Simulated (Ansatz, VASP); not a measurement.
Si4O7: VASP beside Ansatz

```
CELL_PARAMETERS angstrom
5.07998 0.00000 0.00000
0.00000 5.07998 0.00000
0.00000 0.00000 7.09148
ATOMIC_POSITIONS crystal
Si 0.29443 0.29443 0.00000
Si 0.20557 0.79443 0.25000
Si 0.70557 0.70557 0.50000
Si 0.79443 0.20557 0.75000
O 0.40537 0.74096 0.42483
O 0.75904 0.90537 0.67483
O 0.59463 0.25904 0.92483
O 0.74096 0.40537 0.57517
O 0.21668 0.12842 0.18571
O 0.25904 0.59463 0.07517
O 0.09463 0.24096 0.82517
```

Change from the starting cell: O vacancy; atom 9 moved 1.000 of the way to it and +0.225 Å across, host rigid.

Alike in both runs: task single point; functional PBE; k mesh 4 × 4 × 4; occupations gaussian, width 0.05 eV; no spin polarisation.

```csv
,VASP,Ansatz
version,VASP 6.6.1,Ansatz 0.2.0
potentials or method,"VASP PAW PBE potentials, release 64 (Si, O), cutoff 520 eV","scalar-relativistic, plane waves, PAW"
valence electrons in the cell,58,58
```

Ansatz gave:

| Item | Value |
| --- | --- |
| gap on the k mesh at the Fermi level (eV) | 2.56 |
| least direct gap on the mesh (eV) | 2.60 |
| pressure (GPa) | -1.7 |
| traceless stress, the component that is largest in VASP (GPa) | 3.34 |
| rms of the force components (eV/Å) | 0.929 |

Question: Estimate VASP's values.

Answer: gap on the k mesh at the Fermi level (eV): 2.55; least direct gap on the mesh (eV): 2.60; pressure (GPa): -1.7; traceless stress, the component that is largest in VASP (GPa): 3.40; rms of the force components (eV/Å): 0.940.

Atom by atom the forces differ by 0.017 eV/Å (rms over components). With one functional, cell and mesh, what is left measures potentials, basis and numerics.
